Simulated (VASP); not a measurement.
A run of VASP 6.6.1 is set up as follows.

POSCAR

```
AlFe
1.0
    2.9100000000      0.0000000000      0.0000000000
    0.0000000000      2.9100000000      0.0000000000
    0.0000000000      0.0000000000      2.9100000000
Fe Al
1 1
Direct
    0.5000000000      0.5000000000      0.5000000000
    0.0000000000      0.0000000000      0.0000000000
```

The input INCAR.step1:

```
ALGO = Normal
EDIFF = 1E-5
ENCUT = 520
GGA = PE
ISIF = 2
ISMEAR = -1
ISPIN = 2
LASPH = T
LCHARG = F
LMAXMIX = 4
LORBIT = 11
LREAL = F
LWAVE = T
MAGMOM = 3 0
NBANDS = 16
NELM = 150
PREC = Accurate
SIGMA = 0.05
```

INCAR.step2

```
AEXX = 0.2
AGGAC = 0.81
AGGAX = 0.72
ALDAC = 0.19
ALGO = Normal
EDIFF = 1E-6
ENCUT = 520
GGA = B3
ISIF = 2
ISMEAR = -1
ISPIN = 2
ISTART = 1
LASPH = T
LCHARG = F
LHFCALC = T
LMAXMIX = 4
LORBIT = 11
LREAL = F
LWAVE = F
MAGMOM = 3 0
NBANDS = 16
NELM = 150
PREC = Accurate
PRECFOCK = Normal
SIGMA = 0.05
```

The input KPOINTS:

```
k-points
0
Gamma
  5 5 5
```

Potentials or basis: VASP PAW PBE potentials, release 64 (Fe, Al).

Run with:

```sh
$ cat potpaw_PBE.64/Fe/POTCAR potpaw_PBE.64/Al/POTCAR > POTCAR
$ cp INCAR.step1 INCAR
$ mpirun -np 1 vasp_std > vasp.out
$ cp INCAR.step2 INCAR
$ mpirun -np 1 vasp_std > vasp.out
```

Q: What does it give for the pressure?

A: -7.5 GPa.

Q: Estimate the net moment.

A: 0.87 μB per cell.

Q: What does it give for the site moments?

A: Fe +1.03; Al -0.06 μB.

Caveat: the k points lie up to 0.43 Å⁻¹ apart; the PAW data sets were made with another functional, which shifts forces and pressure a little.
